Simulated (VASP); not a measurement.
# Li (P6/mmm) in VASP: notebook

The runs below take Li through single point, relaxation of cell and atoms, with r2SCAN.

All numbers are computed with VASP 6.6.1; they aren't measurements. Logs are shortened: lines on timing, memory, paths and dates and some standing lists are left out, and cuts for length are marked.

### Step 1. The cell of the first run

It takes space group P6/mmm (No. 191, hexagonal). The conventional cell has a = 2.946 Å, b = 2.946 Å, c = 2.753 Å, α = 90.00°, β = 90.00°, γ = 120.00°. Li (site symmetry 6/mmm) has 8 Li at 2.75 to 2.95 Å within 3.6 Å.

This isn't the form of Li at room conditions, which is bcc.

### Step 2. Single point, r2SCAN

File POSCAR:

```
Li
1.0
    2.9464692431      0.0000000000      0.0000000000
   -1.4732346216      2.5517172160      0.0000000000
    0.0000000000      0.0000000000      2.7531071990
Li
1
Direct
    0.0000000000      0.0000000000      0.0000000000
```

File INCAR.step1:

```
SYSTEM = Li
ALGO = Normal
EDIFF = 1E-4
ENCUT = 520
GGA = PE
ISMEAR = 0
LASPH = .True.
LCHARG = .False.
LREAL = .False.
LWAVE = .True.
NBANDS = 8
NELM = 60
PREC = Accurate
SIGMA = 0.1
```

File INCAR.step2:

```
SYSTEM = Li
ALGO = Normal
EDIFF = 1E-6
ENCUT = 520
ISIF = 2
ISMEAR = 0
ISTART = 1
LASPH = .True.
LCHARG = .False.
LMIXTAU = .True.
LREAL = .False.
LWAVE = .False.
METAGGA = R2SCAN
NBANDS = 8
NELM = 60
PREC = Accurate
SIGMA = 0.1
```

File KPOINTS:

```
k-points
0
Gamma
  9 9 6
  0 0 0
```

Potentials or basis: VASP PAW PBE potentials, release 64 (Li_sv).

Launch:

```sh
$ cat potpaw_PBE.64/Li_sv/POTCAR > POTCAR
$ cp INCAR.step1 INCAR
$ mpirun -np 1 vasp_std > vasp.out
$ cp INCAR.step2 INCAR
$ mpirun -np 1 vasp_std > vasp.out
```

OUTCAR:

```text
SYSTEM = Li
   EDIFF = 1E-6
   ENCUT = 520
   ISIF = 2
   ISMEAR = 0
   ISTART = 1
   LASPH = .True.
   LREAL = .False.
   METAGGA = R2SCAN
   NELM = 60
   PREC = Accurate

 ion  position               nearest neighbor table
   1  0.000  0.000  0.000-

  LATTYP: Found a hexagonal cell.
 ALAT       =     2.9464692431
 C/A-ratio  =     0.9343750000

  Lattice vectors:

 A1 = (   2.9464692431,   0.0000000000,   0.0000000000)
 A2 = (  -1.4732346216,   2.5517172160,   0.0000000000)
 A3 = (   0.0000000000,   0.0000000000,   2.7531071990)

Analysis of symmetry for initial positions (statically):
=====================================================================
 Subroutine PRICEL returns:
 Original cell was already a primitive cell.

 Routine SETGRP: Setting up the symmetry group for a
 hexagonal supercell.

 Subroutine GETGRP returns: Found 24 space group operations
 (whereof 24 operations were pure point group operations)
 out of a pool of 24 trial point group operations.

The static configuration has the point symmetry D_6h.

Analysis of symmetry for dynamics (positions and initial velocities):
=====================================================================
 Subroutine PRICEL returns:
 Original cell was already a primitive cell.

 Routine SETGRP: Setting up the symmetry group for a
 hexagonal supercell.

 Subroutine GETGRP returns: Found 24 space group operations
 (whereof 24 operations were pure point group operations)
 out of a pool of 24 trial point group operations.

The dynamic configuration has the point symmetry D_6h.

 Subroutine INISYM returns: Found 24 space group operations
 (whereof 24 operations are pure point group operations),
 and found     1 'primitive' translations

----------------------------------------------------------------------------------------

                                     Primitive cell

  volume of cell :      20.6994

  direct lattice vectors                    reciprocal lattice vectors
     2.946469243  0.000000000  0.000000000     0.339389255  0.195946477  0.000000000
    -1.473234622  2.551717216  0.000000000     0.000000000  0.391892955  0.000000000
     0.000000000  0.000000000  2.753107199     0.000000000  0.000000000  0.363225958

  length of vectors
     2.946469243  2.946469243  2.753107199     0.391892955  0.391892955  0.363225958

  position of ions in fractional coordinates (direct lattice)
     0.000000000  0.000000000  0.000000000

  ion indices of the primitive-cell ions
   primitive index   ion index
                 1           1

----------------------------------------------------------------------------------------

 KPOINTS: k-points

Automatic generation of k-mesh.
 Grid dimensions read from file:
 generate k-points for:    9    9    6

 Generating k-lattice:

  Cartesian coordinates                     Fractional coordinates (reciprocal lattice)
     0.037709917  0.021771831  0.000000000     0.111111111  0.000000000  0.000000000
     0.000000000  0.043543662  0.000000000     0.000000000  0.111111111  0.000000000
     0.000000000  0.000000000  0.060537660     0.000000000  0.000000000  0.166666667

  Length of vectors
     0.043543662  0.043543662  0.060537660

  Shift w.r.t. Gamma in fractional coordinates (k-lattice)
     0.000000000  0.000000000  0.000000000

 Subroutine IBZKPT returns following result:
 ===========================================

 Found     48 irreducible k-points:

 Following reciprocal coordinates:
            Coordinates               Weight
  0.000000  0.000000  0.000000      1.000000
  0.111111  0.000000  0.000000      6.000000
  0.222222  0.000000  0.000000      6.000000
  0.333333  0.000000  0.000000      6.000000
  0.444444  0.000000  0.000000      6.000000
  0.111111  0.111111  0.000000      6.000000
[... 16 lines left out ...]
  0.333333  0.222222  0.166667     24.000000
  0.333333  0.333333  0.166667      4.000000
 [... further k-points ...]
   k-points           NKPTS =     48   k-points in BZ     NKDIM =     48   number of bands    NBANDS=      8
   number of dos      NEDOS =    301   number of ions     NIONS =      1
   total plane-waves  NPLWV =  11520
   dimension x,y,z NGX =    24 NGY =   24 NGZ =   20
   dimension x,y,z NGXF=    48 NGYF=   48 NGZF=   40
   ions per type =               1
   NGX,Y,Z   is equivalent  to a cutoff of  13.54, 13.54, 12.08 a.u.
   NGXF,Y,Z  is equivalent  to a cutoff of  27.08, 27.08, 24.15 a.u.
 SYSTEM =  Li
   PREC   = accura    normal or accurate (medium, high low for compatibility)
   ISTART =      1    job   : 0-new  1-cont  2-samecut
   ICHARG =      0    charge: 1-file 2-atom 10-const
   ISPIN  =      1    spin polarized calculation?
   LNONCOLLINEAR =      F non collinear calculations
   LSORBIT =      F    spin-orbit coupling
   LASPH  =      T    aspherical Exc in radial PAW
   ENCUT  =  520.0 eV  38.22 Ry    6.18 a.u.   5.48  5.48  5.12*2*pi/ulx,y,z
   NELM   =     60;   NELMIN=  2; NELMDL=  0     # of ELM steps
   EDIFF  = 0.1E-05   stopping-criterion for ELM
   LREAL  =      F    real-space projection
[... 7 lines left out ...]
   TEBEG  =    0.0;   TEEND  =   0.0 temperature during run
   PSTRESS=    0.0 pullay stress
   NELECT =       3.0000    total number of electrons
   NUPDOWN=      -1.0000    fix difference up-down
   EMIN   =  10.00;   EMAX   =-10.00  energy-range for DOS
   EFERMI =   0.00;   METHOD = LEGACY
   ISMEAR =     0;   SIGMA  =   0.10  broadening in eV -4-tet -1-fermi 0-gaus
   EFERMI_NEDOS =   21; number of points for ismear=-14 and -15
   IALGO  =     38    algorithm
   IMIX   =      4    mixing-type and parameters
     AMIX     =   0.40;   BMIX     =  1.00
     AMIX_MAG =   1.60;   BMIX_MAG =  1.00
  volume/ion in A,a.u.               =      20.70       139.69
  Fermi-wavevector in a.u.,A,eV,Ry     =   0.859929  1.625031 10.061213  0.739478
  Thomas-Fermi vector in A             =   1.977358
   LORBIT       =      0    0 simple, 1 ext, 2 COOP (PROOUT), +10 PAW based schemes
   METAGGA = R2SCAN    functional components
   LHFCALC =     F    Hartree Fock is set to
   AEXX    =    0.0000 exact exchange contribution
   IVDW    =     0    specifies the selected vdW correction
   LEPSILON=     F    determine dielectric tensor
   LRPA    =     F    only Hartree local field effects (RPA)
 non-spin polarized calculation
 Gauss-broadening in eV      SIGMA  =   0.10
  energy-cutoff  :      520.00
  volume of cell :       20.70
 maximum number of plane-waves:       587
 NGX is ok and might be reduce to    24
   NGX = 11   NGY = 11   NGZ = 11

 number of electron       3.0000008 magnetization

 Free energy of the ion-electron system (eV)
  ---------------------------------------------------
  ext. energy  EPLUGINS =         0.00000000
  ---------------------------------------------------
  free energy    TOTEN  =        -2.32418952 eV

  energy without entropy =       -2.32277256  energy(sigma->0) =       -2.32348104

 E-fermi :   0.5680     XC(G=0):  -7.3868

 val. band max:        0.2516306168   @ k =   0.2222   0.1111   0.3333
 cond. band min:       0.6326668259   @ k =   0.4444   0.1111   0.0000
 fundamental gap:      0.3810362091
 Fermi energy:         0.5680133671

 k-point     1 :       0.0000    0.0000    0.0000
  band No.  band energies     occupation
      1     -47.6901      2.00000
      2      -3.2371      2.00000
      3      13.5956      0.00000
      4      15.5225      0.00000
      5      15.5238      0.00000
      6      16.0198      0.00000
      7      19.3423      0.00000
      8      19.3425      0.00000

 k-point     2 :       0.1111    0.0000    0.0000
  band No.  band energies     occupation
      1     -47.6876      2.00000
      2      -3.0065      2.00000
      3      13.0288      0.00000
      4      13.8735      0.00000
      5      14.4136      0.00000
      6      16.2911      0.00000
      7      18.3993      0.00000
      8      21.0431      0.00000

 k-point     3 :       0.2222    0.0000    0.0000
  band No.  band energies     occupation
      1     -47.6818      2.00000
      2      -2.3196      2.00000
      3       9.5399      0.00000
      4      12.8727      0.00000
      5      14.6912      0.00000
      6      15.3209      0.00000
      7      19.9340      0.00000
      8      24.3398      0.00000

 k-point     4 :       0.3333    0.0000    0.0000
  band No.  band energies     occupation
      1     -47.6750      2.00000
      2      -1.2058      2.00000
      3       6.3522      0.00000
      4      11.7558      0.00000
      5      14.8682      0.00000
      6      15.9794      0.00000
      7      21.1045      0.00000
      8      24.9746      0.00000

 k-point     5 :       0.4444    0.0000    0.0000
  band No.  band energies     occupation
      1     -47.6706      2.00000
      2       0.0986      2.00000
      3       3.9812      0.00000
      4      11.1851      0.00000
      5      14.7236      0.00000
      6      17.3867      0.00000
      7      21.5374      0.00000
      8      22.4812      0.00000
[... 177 lines left out ...]
 k-point    22 :       0.2222    0.2222    0.1667
  band No.  band energies     occupation
      1     -47.6674      2.00000
      2      -0.0046      2.00000
      3       6.6277      0.00000
      4       7.9060      0.00000
      5      13.8473      0.00000
      6      19.2206      0.00000
      7      20.4009      0.00000
      8      22.0406      0.00000

 k-point    23 :       0.3333    0.2222    0.1667
  band No.  band energies     occupation
      1     -47.6641      2.00000
      2       1.4595      0.00000
      3       4.3872      0.00000
      4       7.3808      0.00000
      5      15.3561      0.00000
      6      17.3686      0.00000
      7      19.5488      0.00000
      8      22.5265      0.00000

 k-point    24 :       0.3333    0.3333    0.1667
  band No.  band energies     occupation
      1     -47.6630      2.00000
      2       3.0188      0.00000
      3       3.0192      0.00000
      4       6.5020      0.00000
      5      17.0952      0.00000
      6      17.4057      0.00000
      7      17.4062      0.00000
      8      25.7522      0.00000

 [... further k-points ...]
[... 5 lines left out ...]
  --------------------------------------------------------------------------------------
  -------------------------------------------------------------------------------------
  Total       -0.0185709     -0.0185709     -0.0552330      0.0000000      0.0000000      0.0000000
  in kB       -1.4374273     -1.4374273     -4.2751544      0.0000000      0.0000000      0.0000000
  external PRESSURE =      -2.3833364 kB  Pullay stress =       0.0000000 kB

 VOLUME and BASIS-vectors are now :
 -----------------------------------------------------------------------------
  energy-cutoff  :      520.00
  volume of cell :       20.70
      direct lattice vectors                 reciprocal lattice vectors
     2.946469243  0.000000000  0.000000000     0.339389255  0.195946477  0.000000000
    -1.473234622  2.551717216  0.000000000     0.000000000  0.391892955  0.000000000
     0.000000000  0.000000000  2.753107199     0.000000000  0.000000000  0.363225958

 POSITION                                       TOTAL-FORCE (eV/Angst)
 -----------------------------------------------------------------------------------
      0.00000      0.00000      0.00000         0.000000      0.000000      0.000000
 -----------------------------------------------------------------------------------
    total drift:                                0.000000     -0.000000      0.000000

  FREE ENERGIE OF THE ION-ELECTRON SYSTEM (eV)
  ---------------------------------------------------
  free  energy   TOTEN  =        -2.3241895209 eV

  energy  without entropy=       -2.3227725557  energy(sigma->0) =       -2.32348104
```

It took 11 s on 1 thread of Intel Xeon 6975P-C (Granite Rapids), shared host; peak memory 0.12 GiB.

What came out:

| Quantity | Value |
| --- | --- |
| Free energy | -2.3242 eV |
| Band gap on the k mesh | zero (an odd number of electrons rules out a gap without spin polarisation) |

Caveat: the k points lie up to 0.38 Å⁻¹ apart, too coarse for converged energies and pressures of a metal; the cutoff is under 1.25 times the usual one of these potentials, so pressure, stress and relaxed cells hold a basis-set (Pulay) error; the PAW data sets were made with another functional, which shifts forces and pressure a little.

### Step 3. Single point, r2SCAN

This run uses another cell than the first one, of 21.00 Å³/atom.

File POSCAR:

```
Li
1.0
    2.9709344259      0.0000000000      0.0000000000
   -1.4854672130      2.5729046858      0.0000000000
    0.0000000000      0.0000000000      2.7470233983
Li
1
Direct
    0.0000000000      0.0000000000      0.0000000000
```

File INCAR.step1:

```
PREC     = Accurate       # precision mode
ENCUT    = 520            # plane-wave cutoff, eV
ISMEAR   = 0              # smearing method
SIGMA    = 0.1            # smearing width, eV
LREAL    = F              # projectors in reciprocal space
LASPH    = T              # aspherical terms in the spheres
NELM     = 60             # most SCF steps
NBANDS   = 8              # bands
GGA      = PE             # functional
ALGO     = Normal         # electronic algorithm
EDIFF    = 1E-4           # SCF threshold, eV
LWAVE    = T              # write WAVECAR
LCHARG   = F              # write CHGCAR
```

File INCAR.step2:

```
PREC     = Accurate       # precision mode
ENCUT    = 520            # plane-wave cutoff, eV
EDIFF    = 1E-7           # SCF threshold, eV
ISMEAR   = 0              # smearing method
SIGMA    = 0.1            # smearing width, eV
LREAL    = F              # projectors in reciprocal space
LASPH    = T              # aspherical terms in the spheres
NELM     = 60             # most SCF steps
ALGO     = Normal         # electronic algorithm
ISIF     = 2              # what is computed and relaxed
LWAVE    = F              # write WAVECAR
LCHARG   = F              # write CHGCAR
METAGGA  = R2SCAN         # meta-GGA
LMIXTAU  = T            
NBANDS   = 8              # bands
ISTART   = 1
```

File KPOINTS:

```
regular mesh
0
Gamma
  21 21 20
```

Potentials or basis: VASP PAW PBE potentials, release 64 (Li_sv).

Launch:

```sh
$ cat potpaw_PBE.64/Li_sv/POTCAR > POTCAR
$ cp INCAR.step1 INCAR
$ mpirun -np 1 vasp_std > vasp.out
$ cp INCAR.step2 INCAR
$ mpirun -np 1 vasp_std > vasp.out
```

Wall time 2.1 min (1 thread of Intel Xeon 6975P-C (Granite Rapids), shared host); peak memory 0.18 GiB.

It converged, with:

- Free energy: -2.3187 eV
- Band gap on the k mesh: zero (an odd number of electrons rules out a gap without spin polarisation)

Levels at points of the mesh, in eV from the Fermi level:
```tsv
k point	band 1	band 2	band 3	band 4	band 5	band 6
(0.00, 0.00, 0.00)	-48.32	-3.73	13.21	14.72	14.72	15.51
(0.00, 0.00, 0.50)	-48.30	-0.66	2.19	17.75	17.75	21.34
```

Caveat: the cutoff is under 1.25 times the usual one of these potentials, so pressure, stress and relaxed cells hold a basis-set (Pulay) error; the PAW data sets were made with another functional, which shifts forces and pressure a little.

### Step 4. Relaxation of cell and atoms, r2SCAN

File POSCAR:

```
Li
1.0
    2.9464692431      0.0000000000      0.0000000000
   -1.4732346216      2.5517172160      0.0000000000
    0.0000000000      0.0000000000      2.7531071990
Li
1
Direct
    0.0000000000      0.0000000000      0.0000000000
```

File INCAR.step1:

```
PREC = Accurate
ENCUT = 600
ISMEAR = 0
SIGMA = 0.1
LREAL = False
LASPH = True
NELM = 100
GGA = PE
ALGO = Normal
EDIFF = 1E-4
LWAVE = True
LCHARG = False
```

File INCAR.step2:

```
PREC = Accurate
ENCUT = 600
EDIFF = 1E-6
ISMEAR = 0
SIGMA = 0.1
LREAL = False
LASPH = True
NELM = 100
ALGO = Normal
ISIF = 3
LWAVE = False
LCHARG = False
METAGGA = R2SCAN
LMIXTAU = True
IBRION = 2
NSW = 100
EDIFFG = -0.01
ISTART = 1
```

File KPOINTS:

```
Automatic mesh
0
Gamma
  21 21 20
```

Launch:

```sh
$ cat potpaw_PBE.64/Li_sv/POTCAR > POTCAR
$ cp INCAR.step1 INCAR
$ mpirun -np 1 vasp_std > vasp.out
$ cp INCAR.step2 INCAR
$ mpirun -np 1 vasp_std > vasp.out
```

Run time: 4.1 min. Hardware: 1 thread of Intel Xeon 6975P-C (Granite Rapids), shared host; peak memory 0.18 GiB.

It converged, with:

```yaml
Free_energy: -2.3193 eV
Relaxed_volume: 20.48 Å³/atom
Relaxed_cell: a = 2.946 Å, b = 2.946 Å, c = 2.725 Å, α = 90.00°, β = 90.00°, γ = 120.00°
Space_group_after_relaxing_to_0.1_Å: P6/mmm (No. 191)
Energy_gained_by_relaxing: 0.2 meV/atom
Ionic_steps: 6
Pressure_after_relaxing: 0.0 GPa
Band_gap_on_the_k_mesh: zero (an odd number of electrons rules out a gap without spin polarisation)
```

The path:
```
step  energy change (eV)  largest force (eV/Å)  pressure (GPa)  volume (Å³)
   1              0.0000                0.0000           -0.16        20.70
   2             -0.0002                0.0000           -0.14        20.64
   3             -0.0002                0.0000           -0.08        20.53
   4             -0.0002                0.0000           -0.09        20.54
   5             -0.0002                0.0000           -0.10        20.54
   6             -0.0002                0.0000           -0.03        20.48
```

Final structure:
```
CELL_PARAMETERS angstrom
2.94576 0.00000 0.00000
-1.47288 2.55110 0.00000
0.00000 0.00000 2.72501
ATOMIC_POSITIONS crystal
Li 0.00000 0.00000 0.00000
```

Levels at points of the mesh, in eV from the Fermi level:
| k point | band 1 | band 2 | band 3 | band 4 | band 5 |
| --- | --- | --- | --- | --- | --- |
| (0.00, 0.00, 0.00) | -48.23 | -3.77 | 13.41 | 14.96 | 14.96 |
| (0.00, 0.00, 0.50) | -48.21 | -0.68 | 2.24 | 18.03 | 18.03 |

Caveat: the cutoff is under 1.25 times the usual one of these potentials, so pressure, stress and relaxed cells hold a basis-set (Pulay) error; the PAW data sets were made with another functional, which shifts forces and pressure a little.

### Step 5. The runs side by side

```tsv
task	cell	k mesh	cutoff (eV)	gap on the mesh (eV)
single point	a = 2.946, b = 2.946, c = 2.753 Å, angles 90.0, 90.0, 120.0°, 1 atom	9 × 9 × 6	520	none
single point	a = 2.971, b = 2.971, c = 2.747 Å, angles 90.0, 90.0, 120.0°, 1 atom	21 × 21 × 20	520	none
relaxation of cell and atoms	relaxed from a = 2.946, b = 2.946, c = 2.753 Å, angles 90.0, 90.0, 120.0°, 1 atom	21 × 21 × 20	600	none
```

Alike in all rows: level r2SCAN; potentials or basis VASP PAW PBE potentials, release 64 (Li_sv); no spin polarisation; smearing gaussian 0.1 eV.

Caveats: some runs use coarse meshes; the cutoff is under 1.25 times the usual one of these potentials, so pressure, stress and relaxed cells hold a basis-set (Pulay) error; the PAW data sets were made with another functional, which shifts forces and pressure a little.

Total energies depend on the potentials used, so only differences within one code and one set of settings carry meaning.

The gap in the log of VASP goes by the Fermi energy; the results here count the filled bands.